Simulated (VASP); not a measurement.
TiAl3: single point with PBEsol

Crystal: TiAl3.

```
CELL_PARAMETERS angstrom
3.77369 0.00000 0.00000
0.00000 3.77369 0.00000
0.00000 0.00000 3.77369
ATOMIC_POSITIONS crystal
Ti 0.00000 0.00000 0.00000
Al 0.50000 0.50000 0.00000
Al 0.00000 0.50000 0.50000
Al 0.50000 0.00000 0.50000
```

- Program: VASP 6.6.1
- Task: single point
- Functional: PBEsol
- Potentials or basis: VASP PAW PBE potentials, release 64 (Ti_sv, Al)
- Cutoff: 520 eV
- k mesh: 6 × 6 × 6
- Occupations: fermi-dirac, width 0.1 eV
- Spin: no spin polarisation

The pressure is 20.2 GPa.

Levels at points of the mesh, in eV from the Fermi level:
| k point | band 7 | band 8 | band 9 | band 10 | band 11 | band 12 | band 13 | band 14 |
| --- | --- | --- | --- | --- | --- | --- | --- | --- |
| (0.00, 0.00, 0.00) | -3.39 | -2.20 | -2.20 | -2.20 | 0.17 | 0.17 | 0.17 | 0.64 |
| (0.50, 0.00, 0.00) | -2.56 | -2.51 | -2.51 | 0.49 | 0.97 | 0.97 | 0.99 | 1.21 |
| (0.50, 0.50, 0.00) | -6.37 | -5.43 | -1.40 | -1.40 | 0.74 | 1.11 | 1.17 | 1.43 |
| (0.50, 0.50, 0.50) | -5.43 | -5.43 | -3.66 | -3.66 | -3.66 | 0.48 | 1.49 | 1.49 |

Run time: 23 s on 1 thread of Intel Xeon 8259CL, with other jobs on the host, peak memory 0.16 GiB.

Caveat: the PAW data sets were made with another functional, which shifts forces and pressure a little.
